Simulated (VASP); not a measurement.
# InH2F3 (P3m1) in VASP: a series of runs

The runs below take InH2F3 through single point, relaxation of cell and atoms, with PBE.

Program: VASP 6.6.1. These are calculated values, not measurements. Logs are shortened: lines on timing, memory, paths and dates and some standing lists are left out, and cuts for length are marked.

## (1) The cell of the first run

The structure is trigonal, space group P3m1 (No. 156). Conventional cell: a = 2.718 Å, b = 2.718 Å, c = 11.043 Å, α = 90.00°, β = 90.00°, γ = 120.00°. Within 3.0 Å of In (site symmetry 3m) lie 3 F at 2.27 Å and 6 In at 2.72 Å. Within 2.1 Å of H (site symmetry 3m) lie 3 F at 1.57 Å. H (site symmetry 3m) has 3 F at 1.57 Å within 2.1 Å. F (site symmetry 3m) has 3 In at 2.27 Å and 6 F at 2.72 Å within 3.0 Å. Within 2.1 Å of F (site symmetry 3m) lie 3 H at 1.57 Å. F (site symmetry 3m) has 3 H at 1.57 Å within 2.1 Å.

The cell was built from a structure type or drawn by symmetry, and may not be a known phase.

## (2) Single point, PBE

INCAR

```
  ALGO = Normal
  EDIFF = 1E-6
  ENCUT = 600
  GGA = PE
  GGA_COMPAT = False
  ISIF = 2
  ISMEAR = 0
  LASPH = True
  LCHARG = False
  LREAL = False
  LWAVE = False
  NBANDS = 27
  NELM = 120
  PREC = Accurate
  SIGMA = 0.15
```

KPOINTS

```
k-points
0
Gamma
  5 5 1
```

POSCAR

```
InH2F3
1.0
    2.7184989004      0.0000000000      0.0000000000
   -1.3592494502      2.3542891079      0.0000000000
    0.0000000000      0.0000000000     11.0429341226
In H F
1 2 3
Direct
    0.3333333333      0.6666666667      0.0717598303
    0.3333333333      0.6666666667      0.6371450805
    0.6666666667      0.3333333333      0.3703614013
    0.6666666667      0.3333333333      0.9237063807
    0.6666666667      0.3333333333      0.6331540975
    0.3333333333      0.6666666667      0.3638722298
```

Potentials or basis: VASP PAW PBE potentials, release 64 (In_d, H, F).

Started as:

```bash
> cat potpaw_PBE.64/In_d/POTCAR potpaw_PBE.64/H/POTCAR potpaw_PBE.64/F/POTCAR > POTCAR
> mpirun -np 1 vasp_std > vasp.out
```

OUTCAR:

```text
EDIFF = 1E-6
   ENCUT = 600
   GGA = PE
   ISIF = 2
   ISMEAR = 0
   LASPH = True
   LREAL = False
   NELM = 120
   PREC = Accurate

 ion  position               nearest neighbor table
   1  0.333  0.667  0.072-   4 2.27   4 2.27   4 2.27
   2  0.333  0.667  0.637-
   3  0.667  0.333  0.370-
   4  0.667  0.333  0.924-   1 2.27   1 2.27   1 2.27
   5  0.667  0.333  0.633-
   6  0.333  0.667  0.364-

  LATTYP: Found a hexagonal cell.
 ALAT       =     2.7184989004
 C/A-ratio  =     4.0621440461

  Lattice vectors:

 A1 = (   2.7184989004,   0.0000000000,   0.0000000000)
 A2 = (  -1.3592494502,   2.3542891079,   0.0000000000)
 A3 = (   0.0000000000,   0.0000000000,  11.0429341226)

Analysis of symmetry for initial positions (statically):
=====================================================================
 Subroutine PRICEL returns:
 Original cell was already a primitive cell.

 Routine SETGRP: Setting up the symmetry group for a
 hexagonal supercell.

 Subroutine GETGRP returns: Found  6 space group operations
 (whereof  6 operations were pure point group operations)
 out of a pool of 24 trial point group operations.

The static configuration has the point symmetry C_3v.

Analysis of symmetry for dynamics (positions and initial velocities):
=====================================================================
 Subroutine PRICEL returns:
 Original cell was already a primitive cell.

 Routine SETGRP: Setting up the symmetry group for a
 hexagonal supercell.

 Subroutine GETGRP returns: Found  6 space group operations
 (whereof  6 operations were pure point group operations)
 out of a pool of 24 trial point group operations.

The dynamic configuration has the point symmetry C_3v.

 Subroutine INISYM returns: Found  6 space group operations
 (whereof  6 operations are pure point group operations),
 and found     1 'primitive' translations

----------------------------------------------------------------------------------------

                                     Primitive cell

  volume of cell :      70.6762

  direct lattice vectors                    reciprocal lattice vectors
     2.718498900  0.000000000  0.000000000     0.367850066  0.212378335  0.000000000
    -1.359249450  2.354289108  0.000000000     0.000000000  0.424756669  0.000000000
     0.000000000  0.000000000 11.042934123     0.000000000  0.000000000  0.090555643

  length of vectors
     2.718498900  2.718498900 11.042934123     0.424756669  0.424756669  0.090555643

  position of ions in fractional coordinates (direct lattice)
     0.333333333  0.666666667  0.071759830
     0.333333333  0.666666667  0.637145080
     0.666666667  0.333333333  0.370361401
     0.666666667  0.333333333  0.923706381
     0.666666667  0.333333333  0.633154097
     0.333333333  0.666666667  0.363872230

  ion indices of the primitive-cell ions
   primitive index   ion index
                 1           1
                 2           2
                 3           3
                 4           4
                 5           5
                 6           6

----------------------------------------------------------------------------------------

 KPOINTS: k-points

Automatic generation of k-mesh.
 Grid dimensions read from file:
 generate k-points for:    5    5    1

 Generating k-lattice:

  Cartesian coordinates                     Fractional coordinates (reciprocal lattice)
     0.073570013  0.042475667  0.000000000     0.200000000  0.000000000  0.000000000
     0.000000000  0.084951334  0.000000000     0.000000000  0.200000000  0.000000000
     0.000000000  0.000000000  0.090555643     0.000000000  0.000000000  1.000000000

  Length of vectors
     0.084951334  0.084951334  0.090555643

  Shift w.r.t. Gamma in fractional coordinates (k-lattice)
     0.000000000  0.000000000  0.000000000

 Subroutine IBZKPT returns following result:
 ===========================================

 Found      5 irreducible k-points:

 Following reciprocal coordinates:
            Coordinates               Weight
  0.000000  0.000000  0.000000      1.000000
  0.200000  0.000000  0.000000      6.000000
  0.400000  0.000000  0.000000      6.000000
  0.200000  0.200000  0.000000      6.000000
  0.400000  0.200000  0.000000      6.000000
   k-points           NKPTS =      5   k-points in BZ     NKDIM =      5   number of bands    NBANDS=     27
   number of dos      NEDOS =    301   number of ions     NIONS =      6
   total plane-waves  NPLWV =  51840
   dimension x,y,z NGX =    24 NGY =   24 NGZ =   90
   dimension x,y,z NGXF=    48 NGYF=   48 NGZF=  180
   ions per type =               1   2   3
   NGX,Y,Z   is equivalent  to a cutoff of  14.68, 14.68, 13.55 a.u.
   NGXF,Y,Z  is equivalent  to a cutoff of  29.35, 29.35, 27.10 a.u.
 SYSTEM =  unknown system
   PREC   = accura    normal or accurate (medium, high low for compatibility)
   ISTART =      0    job   : 0-new  1-cont  2-samecut
   ICHARG =      2    charge: 1-file 2-atom 10-const
   ISPIN  =      1    spin polarized calculation?
   LNONCOLLINEAR =      F non collinear calculations
   LSORBIT =      F    spin-orbit coupling
   LASPH  =      T    aspherical Exc in radial PAW
   ENCUT  =  600.0 eV  44.10 Ry    6.64 a.u.   5.43  5.43 22.06*2*pi/ulx,y,z
   NELM   =    120;   NELMIN=  2; NELMDL= -5     # of ELM steps
   EDIFF  = 0.1E-05   stopping-criterion for ELM
   LREAL  =      F    real-space projection
   EDIFFG = 0.1E-04   stopping-criterion for IOM
   NSW    =      0    number of steps for IOM
   IBRION =     -1    ionic relax: 0-MD 1-quasi-New 2-CG
   NFREE  =      0    steps in history (QN), initial steepest desc. (CG)
   ISIF   =      2    stress and relaxation
   ISYM   =      2    0-nonsym 1-usesym 2-fastsym
   POTIM  = 0.5000    time-step for ionic-motion
   TEBEG  =    0.0;   TEEND  =   0.0 temperature during run
   PSTRESS=    0.0 pullay stress
   NELECT =      36.0000    total number of electrons
   NUPDOWN=      -1.0000    fix difference up-down
   EMIN   =  10.00;   EMAX   =-10.00  energy-range for DOS
   EFERMI =   0.00;   METHOD = LEGACY
   ISMEAR =     0;   SIGMA  =   0.15  broadening in eV -4-tet -1-fermi 0-gaus
   EFERMI_NEDOS =   21; number of points for ismear=-14 and -15
   IALGO  =     38    algorithm
   IMIX   =      4    mixing-type and parameters
     AMIX     =   0.40;   BMIX     =  1.00
     AMIX_MAG =   1.60;   BMIX_MAG =  1.00
  volume/ion in A,a.u.               =      11.78        79.49
  Fermi-wavevector in a.u.,A,eV,Ry     =   1.307428  2.470681 23.257371  1.709369
  Thomas-Fermi vector in A             =   2.438163
   LORBIT       =      0    0 simple, 1 ext, 2 COOP (PROOUT), +10 PAW based schemes
   GGA     = PE    functional components
   LHFCALC =     F    Hartree Fock is set to
   AEXX    =    0.0000 exact exchange contribution
   IVDW    =     0    specifies the selected vdW correction
   LEPSILON=     F    determine dielectric tensor
   LRPA    =     F    only Hartree local field effects (RPA)
 non-spin polarized calculation
 Gauss-broadening in eV      SIGMA  =   0.15
  energy-cutoff  :      600.00
  volume of cell :       70.68
 maximum number of plane-waves:      2397
 NGX is ok and might be reduce to    24
   NGX = 11   NGY = 11   NGZ = 45

 number of electron      35.9999993 magnetization

 Free energy of the ion-electron system (eV)
  ---------------------------------------------------
  ext. energy  EPLUGINS =         0.00000000
  ---------------------------------------------------
  free energy    TOTEN  =       -19.63680710 eV

  energy without entropy =      -19.62403999  energy(sigma->0) =      -19.63042354

 E-fermi :   2.1214     XC(G=0):  -9.0792

 val. band max:        2.0739886231   @ k =   0.0000   0.0000   0.0000
 cond. band min:       2.8064923502   @ k =   0.4000   0.2000   0.0000
 fundamental gap:      0.7325037271
 Fermi energy:         2.1214206649

 k-point     1 :       0.0000    0.0000    0.0000
  band No.  band energies     occupation
      1     -22.5870      2.00000
      2     -21.2904      2.00000
      3     -21.2360      2.00000
      4     -13.8208      2.00000
      5     -13.4259      2.00000
      6     -13.4259      2.00000
      7     -12.5186      2.00000
      8     -12.5186      2.00000
      9      -7.4941      2.00000
     10      -3.7101      2.00000
     11      -2.4403      2.00000
     12      -2.4403      2.00000
     13      -2.1447      2.00000
     14      -2.0307      2.00000
     15      -1.1609      2.00000
     16      -1.1609      2.00000
     17      -0.7100      2.00000
     18      -0.7100      2.00000
     19       2.0740      1.34526
     20       3.4311      0.00000
     21       4.4958      0.00000
     22      10.4489      0.00000
     23      11.7035      0.00000
     24      12.3513      0.00000
     25      16.6215      0.00000
     26      17.6231      0.00000
     27      20.2272      0.00000

 k-point     2 :       0.2000    0.0000    0.0000
  band No.  band energies     occupation
      1     -22.3317      2.00000
      2     -21.0516      2.00000
      3     -21.0204      2.00000
      4     -13.7429      2.00000
      5     -13.2578      2.00000
      6     -13.0139      2.00000
      7     -12.7883      2.00000
      8     -12.5892      2.00000
      9      -6.7269      2.00000
     10      -4.2865      2.00000
     11      -3.3996      2.00000
     12      -2.9875      2.00000
     13      -2.6327      2.00000
     14      -1.9244      2.00000
     15      -1.7007      2.00000
     16      -1.4611      2.00000
     17      -1.3531      2.00000
     18      -0.8881      2.00000
     19       3.8649      0.00000
     20       5.2396      0.00000
     21       5.7243      0.00000
     22      11.1051      0.00000
     23      11.9319      0.00000
     24      12.1637      0.00000
     25      13.1806      0.00000
     26      16.5270      0.00000
     27      17.1204      0.00000

 k-point     3 :       0.4000    0.0000    0.0000
  band No.  band energies     occupation
      1     -21.8818      2.00000
      2     -20.7090      2.00000
      3     -20.5779      2.00000
      4     -14.0881      2.00000
      5     -13.1824      2.00000
      6     -12.7027      2.00000
      7     -12.5892      2.00000
      8     -12.2854      2.00000
      9      -6.2501      2.00000
     10      -4.9815      2.00000
     11      -4.5552      2.00000
     12      -3.0142      2.00000
     13      -2.9298      2.00000
     14      -2.7920      2.00000
     15      -1.6499      2.00000
     16      -1.3955      2.00000
     17      -1.1795      2.00000
     18      -0.0522      2.00000
     19       4.4394      0.00000
     20       5.7922      0.00000
     21       7.0462      0.00000
     22       8.1398      0.00000
     23      11.8897      0.00000
     24      12.7728      0.00000
     25      13.2497      0.00000
     26      13.5698      0.00000
     27      15.0099      0.00000

 k-point     4 :       0.2000    0.2000    0.0000
  band No.  band energies     occupation
      1     -21.9734      2.00000
      2     -20.7745      2.00000
      3     -20.6693      2.00000
      4     -13.6205      2.00000
      5     -13.1918      2.00000
      6     -13.0532      2.00000
      7     -12.7497      2.00000
      8     -12.4087      2.00000
      9      -5.6924      2.00000
     10      -5.0776      2.00000
     11      -4.4145      2.00000
     12      -3.2656      2.00000
     13      -2.9545      2.00000
     14      -2.4985      2.00000
     15      -1.9828      2.00000
     16      -1.5118      2.00000
     17      -1.4637      2.00000
     18      -0.5130      2.00000
     19       5.6179      0.00000
     20       6.9844      0.00000
     21       7.2078      0.00000
     22       8.7685      0.00000
     23       9.1998      0.00000
     24      12.1759      0.00000
     25      13.0550      0.00000
     26      13.6674      0.00000
     27      15.7997      0.00000

 k-point     5 :       0.4000    0.2000    0.0000
  band No.  band energies     occupation
      1     -21.7368      2.00000
      2     -20.6017      2.00000
      3     -20.4328      2.00000
      4     -13.6660      2.00000
      5     -13.1885      2.00000
      6     -12.8643      2.00000
      7     -12.5915      2.00000
      8     -12.5403      2.00000
      9      -6.3064      2.00000
     10      -5.0476      2.00000
     11      -3.7919      2.00000
     12      -3.6243      2.00000
     13      -2.6930      2.00000
     14      -2.6313      2.00000
     15      -2.5027      2.00000
     16      -1.9627      2.00000
     17      -1.2625      2.00000
     18       1.9925      1.77579
     19       2.8065      0.00000
     20       6.5565      0.00000
     21       7.6840      0.00000
     22       7.8266      0.00000
     23      10.1162      0.00000
     24      11.2049      0.00000
     25      13.7777      0.00000
     26      14.5352      0.00000
     27      15.1220      0.00000

------------------------ aborting loop because EDIFF is reached ----------------------------------------

  FORCE on cell =-STRESS in cart. coord.  units (eV):
  Direction    XX          YY          ZZ          XY          YZ          ZX
  --------------------------------------------------------------------------------------
  -------------------------------------------------------------------------------------
  Total       -0.0301655     -0.0301655     -0.1114364      0.0000000      0.0000000     -0.0000000
  in kB       -0.6838299     -0.6838299     -2.5261795      0.0000000      0.0000000     -0.0000000
  external PRESSURE =      -1.2979465 kB  Pullay stress =       0.0000000 kB

 VOLUME and BASIS-vectors are now :
 -----------------------------------------------------------------------------
  energy-cutoff  :      600.00
  volume of cell :       70.68
      direct lattice vectors                 reciprocal lattice vectors
     2.718498900  0.000000000  0.000000000     0.367850066  0.212378335  0.000000000
    -1.359249450  2.354289108  0.000000000     0.000000000  0.424756669  0.000000000
     0.000000000  0.000000000 11.042934123     0.000000000  0.000000000  0.090555643

 POSITION                                       TOTAL-FORCE (eV/Angst)
 -----------------------------------------------------------------------------------
     -0.00000      1.56953      0.79244        -0.000000     -0.000000     -0.017413
     -0.00000      1.56953      7.03595        -0.000000     -0.000000      0.001929
      1.35925      0.78476      4.08988        -0.000000     -0.000000      0.010627
      1.35925      0.78476     10.20043         0.000000      0.000000      0.021499
      1.35925      0.78476      6.99188         0.000000     -0.000000     -0.006679
     -0.00000      1.56953      4.01822        -0.000000     -0.000000     -0.009963
 -----------------------------------------------------------------------------------
    total drift:                               -0.000000      0.000000      0.000651

  FREE ENERGIE OF THE ION-ELECTRON SYSTEM (eV)
  ---------------------------------------------------
  free  energy   TOTEN  =       -19.6368070988 eV

  energy  without entropy=      -19.6240399911  energy(sigma->0) =      -19.63042354
```

Run time: 39 s. Hardware: 1 thread of Intel Xeon Platinum 8259CL at 2.50GHz (Skylake/Cascade Lake), shared host; peak memory 0.21 GiB.

Results:

* Free energy: -19.6368 eV
* Pressure: -0.1 GPa
* Largest force: 0.021 eV/Å

Forces on the atoms (eV/Å):
```
In   0.000  0.000 -0.017
H    0.000  0.000  0.002
H    0.000  0.000  0.011
F    0.000  0.000  0.021
F    0.000  0.000 -0.007
F    0.000  0.000 -0.010
```

Caveat: the k points lie up to 0.57 Å⁻¹ apart; spin-orbit coupling is left out, which moves the levels of the heavy elements.

## (3) Relaxation of cell and atoms, PBE

This run uses another cell than the first one, of 11.37 Å³/atom.

INCAR

```
  PREC = Accurate
  ENCUT = 600
  EDIFF = 1E-7
  ISMEAR = 0
  SIGMA = 0.15
  LREAL = False
  LASPH = True
  NELM = 120
  ALGO = Normal
  ISIF = 3
  LWAVE = False
  LCHARG = False
  GGA = PE
  IBRION = 2
  NSW = 36
  EDIFFG = -0.08
  GGA_COMPAT = False
  NELMIN = 4
```

KPOINTS

```
Automatic mesh
0
Gamma
  5 5 1
```

POSCAR

```
InH2F3
1.0
    2.6625098400      0.0000000000      0.0000000000
   -1.3312549200      2.3058011600      0.0000000000
    0.0000000000      0.0000000000     11.1108977400
In H F
1 2 3
Direct
    0.3333333300      0.6666666700      0.1190370000
    0.3333333300      0.6666666700      0.7488420000
    0.6666666700      0.3333333300      0.2620630000
    0.6666666700      0.3333333300      0.8612840200
    0.6666666700      0.3333333300      0.6362540100
    0.3333333300      0.6666666700      0.3725189900
```

Potentials or basis: VASP PAW PBE potentials, release 64 (In_d, H, F).

Started as:

```bash
> cat potpaw_PBE.64/In_d/POTCAR potpaw_PBE.64/H/POTCAR potpaw_PBE.64/F/POTCAR > POTCAR
> mpirun -np 1 vasp_std > vasp.out
```

Wall time 7.6 min (1 thread of Intel Xeon Platinum 8259CL at 2.50GHz (Skylake/Cascade Lake), shared host); peak memory 0.23 GiB.

It converged, with:

| Property | Result |
| --- | --- |
| Free energy | -19.6149 eV |
| Relaxed volume | 11.87 Å³/atom |
| Relaxed cell | a = 2.723 Å, b = 2.723 Å, c = 11.084 Å, α = 90.00°, β = 90.00°, γ = 120.00° |
| Space group after relaxing (to 0.1 Å) | P3m1 (No. 156) |
| Energy gained by relaxing | 1136.0 meV/atom |
| Ionic steps | 21 |
| Pressure after relaxing | 0.0 GPa |
| Largest force after relaxing | 0.065 eV/Å |
| Band gap on the k mesh | zero (bands 18 and 19 overlap by 0.02 eV) |

Forces in eV/Å, atoms in the order of the input:
```
In   0.000  0.000 -0.063
H    0.000  0.000 -0.060
H    0.000  0.000  0.065
F    0.000  0.000  0.048
F    0.000  0.000 -0.007
F    0.000  0.000  0.016
```

Stress tensor (GPa, compression positive):
```
-0.16  0.00  0.00
 0.00 -0.16  0.00
 0.00  0.00  0.35
```

Step by step:
| step | energy change (eV) | largest force (eV/Å) | pressure (GPa) | volume (Å³) |
| --- | --- | --- | --- | --- |
| 1 | 0.0000 | 2.7546 | 3.00 | 68.21 |
| 2 | -1.9433 | 2.1716 | -3.09 | 69.89 |
| 3 | -2.6940 | 2.5117 | -3.04 | 70.63 |
| 4 | -3.5567 | 3.1258 | -4.20 | 68.61 |
| 5 | -4.0802 | 3.3539 | 15.67 | 62.55 |
| 6 | -4.5200 | 2.3661 | -1.02 | 65.78 |
| 7 | -4.6228 | 2.3024 | 4.99 | 64.16 |
| 8 | -4.6580 | 2.3211 | 2.61 | 64.67 |
| 9 | -5.0925 | 2.0977 | 5.80 | 64.56 |
| 10 | -5.1188 | 3.0231 | 7.77 | 64.51 |
| 11 | -5.7424 | 2.4777 | 4.20 | 66.36 |
| 12 | -6.6203 | 0.7197 | -2.29 | 71.46 |
| 13 | -6.6216 | 0.8258 | -2.53 | 71.77 |
| 14 | -6.7158 | 0.7041 | -1.37 | 70.80 |
| 15 | -6.7757 | 0.5312 | 0.80 | 69.39 |
| 16 | -6.7765 | 0.5070 | 1.17 | 69.18 |
| 17 | -6.8012 | 0.2950 | 1.03 | 69.75 |
| 18 | -6.8115 | 0.2118 | 0.93 | 70.42 |
| 19 | -6.8144 | 0.1647 | -0.38 | 71.34 |
| 20 | -6.8150 | 0.0835 | -0.02 | 71.07 |
| 21 | -6.8162 | 0.0652 | 0.01 | 71.19 |

Final structure:
```xyz
6
Lattice="2.7234 0.0000 0.0000 -1.3617 2.3585 0.0000 0.0000 0.0000 11.0843" Properties=species:S:1:pos:R:3 pbc="T T T"
In    0.0000    1.5723    0.7799
H     0.0000    1.5723    7.2974
H     1.3617    0.7862    3.8812
F     1.3617    0.7862   10.2319
F     1.3617    0.7862    7.2432
F     0.0000    1.5723    3.8193
```

Levels at points of the mesh, in eV from the Fermi level:
| k point | band 16 | band 17 | band 18 | band 19 | band 20 | band 21 |
| --- | --- | --- | --- | --- | --- | --- |
| (0.00, 0.00, 0.00) | -3.00 | -2.83 | -2.83 | -0.13 | 1.48 | 2.63 |

Caveat: the k points lie up to 0.57 Å⁻¹ apart in the final cell; spin-orbit coupling is left out, which moves the levels of the heavy elements; the relaxation stopped at a loose force limit of 0.08 eV/Å, so its end isn't a converged minimum.
